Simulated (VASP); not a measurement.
Wanted: the native input for a VASP 6.6.1 run.

```
Task                   : single point
Functional             : PBEsol
Potentials or basis    : VASP PAW PBE potentials, release 64 (Be)
Cutoff                 : 520 eV
k mesh                 : 24 × 24 × 14
Occupations            : gaussian, width 0.15 eV
Spin                   : no spin polarisation
Dipole correction      : no
Further INCAR settings : ALGO = Fast; EDIFF = 1e-06; NBANDS = 9
```

The structure of Be lies in POSCAR:

```
Be
1.0
    2.3569895345      0.0000000000      0.0000000000
   -1.1784947673      2.0412128133      0.0000000000
    0.0000000000      0.0000000000      3.4208550000
Be
2
Direct
    0.3333333333      0.6666666667      0.2500000000
    0.6666666667      0.3333333333      0.7500000000
```

This cell differs from its parent crystal: strain +0.025 along x and y, -0.050 along z.

The input as run:

INCAR

```
SYSTEM = Be
ALGO = Fast
EDIFF = 1E-6
ENCUT = 520
GGA = PS
ISIF = 2
ISMEAR = 0
LASPH = .TRUE.
LCHARG = .FALSE.
LREAL = .FALSE.
LWAVE = .FALSE.
NBANDS = 9
NELM = 100
PREC = Accurate
SIGMA = 0.15
```

KPOINTS

```
k-points
0
G
  24 24 14
  0 0 0
```

Potentials or basis: VASP PAW PBE potentials, release 64 (Be).

Command:

```console
$ cat potpaw_PBE.64/Be/POTCAR > POTCAR
$ mpirun -np 1 vasp_std > vasp.out
```

It gave:

```yaml
Pressure: -3.7 GPa
Band_gap_on_the_k_mesh: zero (bands 2 and 3 overlap by 2.44 eV)
```

Caveat: the cell differs from its parent crystal (strain +0.025 along x and y, -0.050 along z); the cell stands under tension; the PAW data sets were made with another functional, which shifts forces and pressure a little.

Run time: 28 s on 1 thread of Intel(R) Xeon(R) Platinum 8488C (Sapphire Rapids), with other jobs on the host, peak memory 0.17 GiB.
